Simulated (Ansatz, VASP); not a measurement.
## Two plane-wave programs on Al4Cu

```
Al Cu
1.0
    -1.36780    2.99893    5.21473
     1.36780   -2.99893    5.21473
     1.36780    2.99893   -5.21473
Al Cu
4 1
Direct
  0.58666 0.36447 0.22219
  0.14228 0.36447 0.77781
  0.85772 0.63553 0.22219
  0.41334 0.63553 0.77781
  0.00000 0.00000 0.00000
```

Change from the starting cell: species swapped into the CrB4 type (Immm, No. 71).

Alike in both runs: functional PBE; k mesh 6 × 6 × 6; occupations gaussian, width 0.1 eV; no spin polarisation.

Ansatz relaxed the structure, and its values are those at the end. VASP's run is a single point on that final structure, the one shown.

|  | VASP | Ansatz |
| --- | --- | --- |
| version | VASP 6.6.1 | Ansatz 0.2.0 |
| potentials or method | VASP PAW PBE potentials, release 64 (Al, Cu), cutoff 520 eV | scalar-relativistic, plane waves, PAW |
| valence electrons in the cell | 23 | 31 |

```tsv
	VASP	Ansatz	Ansatz less VASP
gap on the k mesh at the Fermi level (eV)	none	none	-
pressure (GPa)	0.2	0.1	-0.10
rms of the force components (eV/Å)	0.005	0.006	+0.0012
```

A gap of «none» marks a metal or a gap that the smearing closes. VASP's potentials hold 23 valence electrons a cell and Ansatz's 31, so a difference there can come from the potentials and not from the codes.

The k mesh is coarse, so the values compare programs but aren't converged.
